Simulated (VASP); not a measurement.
Runs of VASP 6.6.1 on HfN. The structure is that of space group Fm-3m (No. 225), or close to it. The cells are those of the table. 

| cell | gap on the mesh (eV) | pressure (GPa) |
| --- | --- | --- |
| a = 3.040, b = 3.040, c = 4.623 Å, 4 atoms | none | 23.2 |
| a = 3.326, b = 3.326, c = 4.704 Å, 4 atoms | none | -30.1 |
| a = 3.088, b = 3.088, c = 4.583 Å, 4 atoms | none | 12.9 |
| a = 3.135, b = 3.135, c = 4.522 Å, 4 atoms | none | (b) |
| a = 3.183, b = 3.183, c = 4.704 Å, 4 atoms | none | -12.4 |
| a = 3.088, b = 3.088, c = 4.550 Å, 4 atoms | none | (a) |
| a = 3.040, b = 3.040, c = 4.578 Å, 4 atoms | none | 26.0 |

Alike in all rows: task single point; level PBEsol; potentials or basis VASP PAW PBE potentials, release 64 (Hf_pv, N); no spin polarisation; k mesh 16 × 16 × 12; cutoff (eV) 520; smearing gaussian 0.1 eV.

Q: Estimate the missing entries.

A: (a) 14.9; (b) 5.8.

Caveats: the PAW data sets were made with another functional, which shifts forces and pressure a little; spin-orbit coupling is left out, which moves the levels of the heavy elements.

A k mesh can miss the band edges, and the runs leave out spin-orbit coupling on Hf.

A gap of «none» marks levels without a gap at the run's occupations.
